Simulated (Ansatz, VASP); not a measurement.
## Two plane-wave programs on Si5Ge

```
Si Ge
1.0
     4.50285    0.00000    0.00000
    -2.25143    3.89959    0.00000
     0.00000    0.00000    5.34796
Si Ge
5 1
Direct
  0.00000 0.00000 0.00000
  0.33333 0.66667 0.23522
  0.66667 0.33333 0.23522
  0.66667 0.33333 0.76478
  0.33333 0.66667 0.76478
  0.00000 0.00000 0.50000
```

Alike in both runs: functional PBE; k mesh 6 × 6 × 4; occupations gaussian, width 0.1 eV; no spin polarisation.

Ansatz relaxed the structure, and its values are those at the end. VASP's run is a single point on that final structure, the one shown.

|  | VASP | Ansatz |
| --- | --- | --- |
| version | VASP 6.6.1 | Ansatz 0.2.0 |
| potentials or method | VASP PAW PBE potentials, release 64 (Si, Ge_d), cutoff 520 eV | scalar-relativistic, plane waves, PAW |
| valence electrons in the cell | 34 | 34 |

```tsv
	VASP	Ansatz	Ansatz less VASP
gap on the k mesh at the Fermi level (eV)	none	none	-
pressure (GPa)	0.0	0.1	+0.04
rms of the force components (eV/Å)	0.012	0.013	+0.0010
```

A gap of «none» marks a metal or a gap that the smearing closes.
